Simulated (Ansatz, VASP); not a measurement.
Two plane-wave programs on Ti2W3

Contents of INCAR:

```
SYSTEM = Ti2W3
PREC = Accurate ; ENCUT = 520
EDIFF = 1E-6 ; ISMEAR = 0
SIGMA = 0.1 ; LREAL = .False.
LASPH = .True. ; NELM = 80
ALGO = Fast ; ISIF = 2
LWAVE = .False. ; LCHARG = .False.
GGA = PE ; NBANDS = 41
```

File KPOINTS:

```
Automatic mesh
0
Gamma
  8 8 8
  0 0 0
```

Contents of POSCAR:

```
Ti2W3
1.0
   -1.5908054100      1.5908054100      7.9540270600
    1.5908054100     -1.5908054100      7.9540270600
    1.5908054100      1.5908054100     -7.9540270600
Ti W
2 3
Direct
    0.9000000000      0.9000000000      0.0000000000
    0.1000000000      0.1000000000      0.0000000000
    0.7000000000      0.7000000000      0.0000000000
    0.3000000000      0.3000000000      0.0000000000
    0.5000000000      0.5000000000      0.0000000000
```

Input for Ansatz:

```yaml
crystal:
  lattice:
    - [-1.59080541, 1.59080541, 7.95402706]
    - [1.59080541, -1.59080541, 7.95402706]
    - [1.59080541, 1.59080541, -7.95402706]
  atoms:
    - { symbol: Ti, position: [0.9, 0.9, 0.0] }
    - { symbol: Ti, position: [0.1, 0.1, 0.0] }
    - { symbol: W, position: [0.7, 0.7, 0.0] }
    - { symbol: W, position: [0.3, 0.3, 0.0] }
    - { symbol: W, position: [0.5, 0.5, 0.0] }
basis:
  ecutwfc: 420
kpoints:
  mp_grid: { grid: [8, 8, 8] }
hamiltonian:
  xc: pbe
scf:
  occupations: { method: gaussian, width: 0.1 }
  lower_state_search: "off"
output:
  forces: true
  stress: true
  eigenvalues: true
```

Alike in both runs: task single point; functional PBE; k mesh 8 × 8 × 8; occupations gaussian, width 0.1 eV; no spin polarisation.

|  | VASP | Ansatz |
| --- | --- | --- |
| version | VASP 6.6.1 | Ansatz 0.2.0 |
| potentials or method | VASP PAW PBE potentials, release 64 (Ti_sv, W_sv), cutoff 520 eV | scalar-relativistic, plane waves, PAW |
| valence electrons in the cell | 66 | 66 |

|  | VASP | Ansatz | Ansatz less VASP |
| --- | --- | --- | --- |
| gap on the k mesh at the Fermi level (eV) | none | none | - |
| pressure (GPa) | -1.4 | -1.5 | -0.09 |
| traceless stress, the component that is largest in VASP (GPa) | -0.62 | -0.60 | +0.021 |
| rms of the force components (eV/Å) | 0.392 | 0.401 | +0.0100 |

Atom by atom the forces differ by 0.010 eV/Å (rms over components). A gap of «none» marks a metal or a gap that the smearing closes.

Spin-orbit coupling is off throughout.
